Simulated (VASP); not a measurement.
# Ti (Fm-3m) in VASP: notebook

Runs on Ti. Level: LDA. Tasks: relaxation of cell and atoms.

Program: VASP 6.6.1. These are calculated values, not measurements. Logs are shortened: lines on timing, memory, paths and dates and some standing lists are left out, and cuts for length are marked.

### 1 The cell of the first run

The structure is cubic, space group Fm-3m (No. 225). Conventional cell: a = 4.060 Å, b = 4.060 Å, c = 4.060 Å, α = 90.00°, β = 90.00°, γ = 90.00°. Ti (site symmetry m-3m) has 12 Ti at 2.87 Å within 3.8 Å.

### 2 Relaxation of cell and atoms, LDA

The input, INCAR:

```
SYSTEM = Ti
PREC = Accurate
ENCUT = 500
EDIFF = 1E-7
ISMEAR = 1
SIGMA = 0.1
LREAL = .False.
LASPH = .True.
NELM = 120
ALGO = Normal
ISIF = 3
LWAVE = .False.
LCHARG = .False.
GGA = CA
IBRION = 2
NSW = 80
EDIFFG = -0.03
GGA_COMPAT = .False.
NELMIN = 4
```

The input, KPOINTS:

```
regular mesh
0
Gamma
  9 9 9
  0 0 0
```

The input, POSCAR:

```
Ti
1.0
    2.8708540000      0.0000000000      0.0000000000
    1.4354270000      2.4862324946      0.0000000000
    1.4354270000      0.8287441649      2.3440424753
Ti
1
Direct
    0.0000000000      0.0000000000      0.0000000000
```

Potentials or basis: VASP PAW LDA potentials, release 64 (Ti_sv).

The run is started by

```console
$ cat potpaw_LDA.64/Ti_sv/POTCAR > POTCAR
$ mpirun -np 1 vasp_std > vasp.out
```

OUTCAR:

```text
SYSTEM = Ti
   PREC = Accurate
   ENCUT = 500
   EDIFF = 1E-7
   ISMEAR = 1
   LREAL = .False.
   LASPH = .True.
   NELM = 120
   ISIF = 3
   GGA = CA
   IBRION = 2
   NSW = 80
   EDIFFG = -0.03
   NELMIN = 4

 ion  position               nearest neighbor table
   1  0.000  0.000  0.000-

  LATTYP: Found a face centered cubic cell.
 ALAT       =     4.0600006624

  Lattice vectors:

 A1 = (   2.8708540000,   0.0000000000,   0.0000000000)
 A2 = (   1.4354270000,   2.4862324946,   0.0000000000)
 A3 = (   1.4354270000,   0.8287441649,   2.3440424753)

Analysis of symmetry for initial positions (statically):
=====================================================================
 Subroutine PRICEL returns:
 Original cell was already a primitive cell.

 Routine SETGRP: Setting up the symmetry group for a
 face centered cubic supercell.

 Subroutine GETGRP returns: Found 48 space group operations
 (whereof 48 operations were pure point group operations)
 out of a pool of 48 trial point group operations.

The static configuration has the point symmetry O_h .

Analysis of symmetry for dynamics (positions and initial velocities):
=====================================================================
 Subroutine PRICEL returns:
 Original cell was already a primitive cell.

 Routine SETGRP: Setting up the symmetry group for a
 face centered cubic supercell.

 Subroutine GETGRP returns: Found 48 space group operations
 (whereof 48 operations were pure point group operations)
 out of a pool of 48 trial point group operations.

The dynamic configuration has the point symmetry O_h .

 Subroutine INISYM returns: Found 48 space group operations
 (whereof 48 operations are pure point group operations),
 and found     1 'primitive' translations

----------------------------------------------------------------------------------------

                                     Primitive cell

  volume of cell :      16.7309

  direct lattice vectors                    reciprocal lattice vectors
     2.870854000  0.000000000  0.000000000     0.348328407 -0.201107499 -0.142204477
     1.435427000  2.486232495  0.000000000     0.000000000  0.402214999 -0.142204477
     1.435427000  0.828744165  2.344042475     0.000000000  0.000000000  0.426613430

  length of vectors
     2.870854000  2.870854000  2.870854000     0.426613430  0.426613430  0.426613430

  position of ions in fractional coordinates (direct lattice)
     0.000000000  0.000000000  0.000000000

  ion indices of the primitive-cell ions
   primitive index   ion index
                 1           1

----------------------------------------------------------------------------------------

 KPOINTS: regular mesh

Automatic generation of k-mesh.
 Grid dimensions read from file:
 generate k-points for:    9    9    9

 Generating k-lattice:

  Cartesian coordinates                     Fractional coordinates (reciprocal lattice)
     0.038703156 -0.022345278 -0.015800497     0.111111111  0.000000000  0.000000000
     0.000000000  0.044690555 -0.015800497     0.000000000  0.111111111  0.000000000
     0.000000000  0.000000000  0.047401492     0.000000000  0.000000000  0.111111111

  Length of vectors
     0.047401492  0.047401492  0.047401492

  Shift w.r.t. Gamma in fractional coordinates (k-lattice)
     0.000000000  0.000000000  0.000000000

 Subroutine IBZKPT returns following result:
 ===========================================

 Found     35 irreducible k-points:

 Following reciprocal coordinates:
            Coordinates               Weight
  0.000000  0.000000  0.000000      1.000000
  0.111111  0.000000 -0.000000      8.000000
  0.222222  0.000000 -0.000000      8.000000
  0.333333  0.000000 -0.000000      8.000000
  0.444444  0.000000 -0.000000      8.000000
  0.111111  0.111111  0.000000      6.000000
[... 16 lines left out ...]
 -0.333333  0.333333  0.000000     12.000000
  0.444444  0.444444 -0.000000      6.000000
 [... further k-points ...]
   k-points           NKPTS =     35   k-points in BZ     NKDIM =     35   number of bands    NBANDS=     10
   number of dos      NEDOS =    301   number of ions     NIONS =      1
   total plane-waves  NPLWV =  13824
   dimension x,y,z NGX =    24 NGY =   24 NGZ =   24
   dimension x,y,z NGXF=    48 NGYF=   48 NGZF=   48
   ions per type =               1
   NGX,Y,Z   is equivalent  to a cutoff of  13.90, 13.90, 13.90 a.u.
   NGXF,Y,Z  is equivalent  to a cutoff of  27.80, 27.80, 27.80 a.u.
 SYSTEM =  Ti
   PREC   = accura    normal or accurate (medium, high low for compatibility)
   ISTART =      0    job   : 0-new  1-cont  2-samecut
   ICHARG =      2    charge: 1-file 2-atom 10-const
   ISPIN  =      1    spin polarized calculation?
   LNONCOLLINEAR =      F non collinear calculations
   LSORBIT =      F    spin-orbit coupling
   LASPH  =      T    aspherical Exc in radial PAW
   ENCUT  =  500.0 eV  36.75 Ry    6.06 a.u.   5.23  5.23  5.23*2*pi/ulx,y,z
   NELM   =    120;   NELMIN=  4; NELMDL= -5     # of ELM steps
   EDIFF  = 0.1E-06   stopping-criterion for ELM
   LREAL  =      F    real-space projection
   EDIFFG = -.3E-01   stopping-criterion for IOM
   NSW    =     80    number of steps for IOM
   IBRION =      2    ionic relax: 0-MD 1-quasi-New 2-CG
   NFREE  =      1    steps in history (QN), initial steepest desc. (CG)
   ISIF   =      3    stress and relaxation
   ISYM   =      2    0-nonsym 1-usesym 2-fastsym
   POTIM  = 0.5000    time-step for ionic-motion
   TEBEG  =    0.0;   TEEND  =   0.0 temperature during run
   PSTRESS=    0.0 pullay stress
   NELECT =      12.0000    total number of electrons
   NUPDOWN=      -1.0000    fix difference up-down
   EMIN   =  10.00;   EMAX   =-10.00  energy-range for DOS
   EFERMI =   0.00;   METHOD = LEGACY
   ISMEAR =     1;   SIGMA  =   0.10  broadening in eV -4-tet -1-fermi 0-gaus
   EFERMI_NEDOS =   21; number of points for ismear=-14 and -15
   IALGO  =     38    algorithm
   IMIX   =      4    mixing-type and parameters
     AMIX     =   0.40;   BMIX     =  1.00
     AMIX_MAG =   1.60;   BMIX_MAG =  1.00
  volume/ion in A,a.u.               =      16.73       112.91
  Fermi-wavevector in a.u.,A,eV,Ry     =   1.465421  2.769245 29.217958  2.147459
  Thomas-Fermi vector in A             =   2.581280
   LORBIT       =      0    0 simple, 1 ext, 2 COOP (PROOUT), +10 PAW based schemes
   GGA     = CA    functional components
   LHFCALC =     F    Hartree Fock is set to
   AEXX    =    0.0000 exact exchange contribution
   IVDW    =     0    specifies the selected vdW correction
   LEPSILON=     F    determine dielectric tensor
   LRPA    =     F    only Hartree local field effects (RPA)
 conjugate gradient relaxation of ions
 non-spin polarized calculation
 Methfessel and Paxton  Order N= 1 SIGMA  =   0.10
  energy-cutoff  :      500.00
  volume of cell :       16.73
 maximum number of plane-waves:       440
 NGX is ok and might be reduce to    24
   NGX = 11   NGY = 11   NGZ = 11

--------------------------------------- Ionic step        1  -------------------------------------------

 number of electron      12.0000002 magnetization

 Free energy of the ion-electron system (eV)
  ---------------------------------------------------
  ext. energy  EPLUGINS =         0.00000000
  ---------------------------------------------------
  free energy    TOTEN  =        -8.48173533 eV

  energy without entropy =       -8.47911916  energy(sigma->0) =       -8.48086327

------------------------ aborting loop because EDIFF is reached ----------------------------------------

  FORCE on cell =-STRESS in cart. coord.  units (eV):
  Direction    XX          YY          ZZ          XY          YZ          ZX
  --------------------------------------------------------------------------------------
  -------------------------------------------------------------------------------------
  Total       -0.4969290     -0.4969290     -0.4969290      0.0000000     -0.0000000     -0.0000000
  in kB      -47.5868092    -47.5868092    -47.5868092      0.0000000     -0.0000000     -0.0000000
  external PRESSURE =     -47.5868092 kB  Pullay stress =       0.0000000 kB
[... 55 lines left out ...]
  energy  without entropy=       -8.4829332498  energy(sigma->0) =       -8.48520350

--------------------------------------- Ionic step        3  -------------------------------------------

 number of electron      11.9999999 magnetization

 Free energy of the ion-electron system (eV)
  ---------------------------------------------------
  ext. energy  EPLUGINS =         0.00000000
  ---------------------------------------------------
  free energy    TOTEN  =        -8.49217730 eV

  energy without entropy =       -8.48899995  energy(sigma->0) =       -8.49111818

 E-fermi :   8.8615     XC(G=0): -12.1693

 val. band max:        8.8582181635   @ k =  -0.3333   0.3333   0.1111
 cond. band min:       8.8670876005   @ k =  -0.3333   0.2222   0.0000
 fundamental gap:      0.0088694370
 Fermi energy:         8.8615194261

 k-point     1 :       0.0000    0.0000    0.0000
  band No.  band energies     occupation
      1     -47.0577      2.00000
      2     -23.1783      2.00000
      3     -23.1783      2.00000
      4     -23.1783      2.00000
      5       2.6597      2.00000
      6       9.7327     -0.00000
      7       9.7327     -0.00000
      8       9.7327     -0.00000
      9      11.5221      0.00000
     10      11.5221      0.00000
[... 287 lines left out ...]
 k-point    24 :       0.4444    0.4444   -0.0000
  band No.  band energies     occupation
      1     -46.8298      2.00000
      2     -23.9826      2.00000
      3     -23.4785      2.00000
      4     -23.4785      2.00000
      5       6.0083      2.00000
      6       6.9587      2.00000
      7      11.7711      0.00000
      8      12.6801      0.00000
      9      12.9053      0.00000
     10      12.9053      0.00000

 [... further k-points ...]
[... 5 lines left out ...]
  --------------------------------------------------------------------------------------
  -------------------------------------------------------------------------------------
  Total        0.0010564      0.0010564      0.0010564     -0.0000000      0.0000000     -0.0000000
  in kB        0.1054683      0.1054683      0.1054683     -0.0000000      0.0000000     -0.0000000
  external PRESSURE =       0.1054683 kB  Pullay stress =       0.0000000 kB
[... 16 lines left out ...]
  FREE ENERGIE OF THE ION-ELECTRON SYSTEM (eV)
  ---------------------------------------------------
  free  energy   TOTEN  =        -8.4921772980 eV

  energy  without entropy=       -8.4889999527  energy(sigma->0) =       -8.49111818

 reached required accuracy - stopping structural energy minimisation
```

Wall time 45 s (1 thread of AMD EPYC 7R13, shared host); peak memory 0.11 GiB.

Results:

| Quantity | Value |
| --- | --- |
| Free energy | -8.4922 eV |
| Relaxed volume | 16.05 Å³/atom |
| Relaxed cell | a = 2.831 Å, b = 2.831 Å, c = 2.831 Å, α = 60.00°, β = 60.00°, γ = 60.00° |
| Space group after relaxing (to 0.05 Å) | Fm-3m (No. 225) |
| Energy gained by relaxing | 10.4 meV/atom |
| Ionic steps | 3 |
| Pressure after relaxing | 0.0 GPa |
| Band gap on the k mesh | zero (band 6 reaches 9.73 eV, above the bottom of band 7 at 8.34 eV) |

The path:
```tsv
step	energy change (eV)	largest force (eV/Å)	pressure (GPa)	volume (Å³)
1	0.0000	0.0000	-4.76	16.73
2	-0.0046	0.0000	3.92	15.56
3	-0.0104	0.0000	0.01	16.05
```

Final structure:
```
Ti
1.0
     2.83121    0.00000    0.00000
     1.41561    2.45190    0.00000
     1.41561    0.81730    2.31168
Ti
1
Direct
  0.00000 0.00000 0.00000
```

### 3 Relaxation of cell and atoms, LDA, target pressure 10 GPa, at which the enthalpy is minimised

The input, INCAR:

```
SYSTEM = Ti
PREC = Accurate
ENCUT = 500
EDIFF = 1E-7
ISMEAR = 1
SIGMA = 0.1
LREAL = .FALSE.
LASPH = .TRUE.
NELM = 120
ALGO = Normal
ISIF = 3
LWAVE = .FALSE.
LCHARG = .FALSE.
IBRION = 2
NSW = 80
EDIFFG = -0.03
PSTRESS = 100.0
GGA_COMPAT = .FALSE.
NELMIN = 4
```

The input, KPOINTS:

```
regular mesh
0
G
  9 9 9
  0 0 0
```

POSCAR is that of step 2.

Potentials or basis: VASP PAW LDA potentials, release 64 (Ti_sv).

The run is started by

```console
$ cat potpaw_LDA.64/Ti_sv/POTCAR > POTCAR
$ mpirun -np 1 vasp_std > vasp.out
```

Run time: 61 s. Hardware: 1 thread of AMD EPYC 7R13, shared host; peak memory 0.11 GiB.

Results (log left out):

```yaml
Free_energy: -8.4585 eV
Relaxed_volume: 14.90 Å³/atom
Relaxed_cell: a = 2.762 Å, b = 2.762 Å, c = 2.762 Å, α = 60.00°, β = 60.00°, γ = 60.00°
Space_group_after_relaxing_to_0.05_Å: Fm-3m (No. 225)
Energy_change_on_relaxing_the_enthalpy_is_what_falls: +23.3 meV/atom
Ionic_steps: 4
Pressure_after_relaxing: 10.0 GPa
Band_gap_on_the_k_mesh: zero (band 6 reaches 10.63 eV, above the bottom of band 7 at 9.12 eV)
```

Step by step:
```csv
step,energy change (eV),largest force (eV/Å),pressure (GPa),volume (Å³)
1,0.0000,0.0000,-4.76,16.73
2,0.2241,0.0000,30.91,13.27
3,0.0210,0.0000,9.60,14.94
4,0.0233,0.0000,9.96,14.90
```

Final structure:
```
CELL_PARAMETERS angstrom
2.76229 0.00000 0.00000
1.38115 2.39221 0.00000
1.38115 0.79740 2.25540
ATOMIC_POSITIONS crystal
Ti 0.00000 0.00000 0.00000
```

Levels at points of the mesh, in eV from the Fermi level:
```tsv
k point	band 3	band 4	band 5	band 6	band 7	band 8	band 9	band 10
(0.00, 0.00, 0.00)	-31.83	-31.83	-6.36	0.89	0.89	0.89	2.87	2.87
```

Caveat: the cell is relaxed towards a set pressure, so the enthalpy falls and the energy may rise. Zero-point motion and thermal expansion aren't in these numbers.

### 4 Relaxation of cell and atoms, LDA, target pressure 20 GPa, at which the enthalpy is minimised

The input, INCAR:

```
PREC = Accurate ; ENCUT = 500
EDIFF = 1E-7 ; ISMEAR = 1
SIGMA = 0.1 ; LREAL = False
LASPH = True ; NELM = 120
ALGO = Normal ; ISIF = 3
LWAVE = False ; LCHARG = False
GGA = CA ; IBRION = 2
NSW = 80 ; EDIFFG = -0.03
PSTRESS = 200.0 ; GGA_COMPAT = False
NELMIN = 4
```

The input, KPOINTS:

```
regular mesh
0
Gamma
  9 9 9
```

POSCAR is that of step 3.

The run is started by

```console
$ cat potpaw_LDA.64/Ti_sv/POTCAR > POTCAR
$ mpirun -np 1 vasp_std > vasp.out
```

Wall time 64 s (1 thread of AMD EPYC 7R13, shared host); peak memory 0.11 GiB.

It converged, with:

```
Free energy                                            : -8.3797 eV
Relaxed volume                                         : 14.05 Å³/atom
Relaxed cell                                           : a = 2.708 Å, b = 2.708 Å, c = 2.708 Å, α = 60.00°, β = 60.00°, γ = 60.00°
Space group after relaxing (to 0.05 Å)                 : Fm-3m (No. 225)
Energy change on relaxing (the enthalpy is what falls) : +102.1 meV/atom
Ionic steps                                            : 4
Pressure after relaxing                                : 19.8 GPa
Band gap on the k mesh                                 : zero (band 6 reaches 11.38 eV, above the bottom of band 7 at 9.81 eV)
```

Step by step:
```csv
step,energy change (eV),largest force (eV/Å),pressure (GPa),volume (Å³)
1,0.0000,0.0000,-4.76,16.73
2,0.8658,0.0000,74.52,11.22
3,0.0901,0.0000,18.58,14.15
4,0.1021,0.0000,19.85,14.05
```

Final structure:
```
Ti
1.0
     2.70823    0.00000    0.00000
     1.35411    2.34540    0.00000
     1.35411    0.78180    2.21126
Ti
1
Direct
  0.00000 0.00000 0.00000
```

Levels at points of the mesh, in eV from the Fermi level:
```csv
k point,band 4,band 5,band 6,band 7,band 8,band 9
"(0.00, 0.00, 0.00)",-31.67,-6.48,0.88,0.88,0.88,3.03
```

Caveat: the cell is relaxed towards a set pressure, so the enthalpy falls and the energy may rise; the volume moved by over 15 % at a fixed basis, so the end points are rough.

(Part 1 of 2 ends here.)
